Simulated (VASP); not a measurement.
Here is a VASP 6.6.1 calculation.

Contents of INCAR:

```
SYSTEM = TePb
PREC = Accurate
ENCUT = 520
EDIFF = 1E-6
ISMEAR = 0
SIGMA = 0.017
LREAL = .FALSE.
LASPH = .TRUE.
NELM = 60
ALGO = Normal
ISIF = 2
LWAVE = .FALSE.
LCHARG = .FALSE.
GGA = PE
NBANDS = 17
```

KPOINTS

```
regular mesh
0
G
  7 7 7
  0 0 0
```

POSCAR

```
TePb
1.0
    4.0022870000      0.0000000000      0.0000000000
    0.0000000000      4.0022870000      0.0000000000
    0.0000000000      0.0000000000      4.0022870000
Pb Te
1 1
Direct
    0.0000000000      0.0000000000      0.0000000000
    0.5000000000      0.5000000000      0.5000000000
```

Potentials or basis: VASP PAW PBE potentials, release 64 (Pb_d, Te).

Launch:

```bash
$ cat potpaw_PBE.64/Pb_d/POTCAR potpaw_PBE.64/Te/POTCAR > POTCAR
$ mpirun -np 1 vasp_std > vasp.out
```

Question: Estimate the band gap on the k mesh.

Answer: Zero (band 10 reaches 6.58 eV, above the bottom of band 11 at 5.77 eV).

Question: Predict the pressure.

Answer: 0.0 GPa.

Caveat: spin-orbit coupling is left out, which moves the levels of the heavy elements.
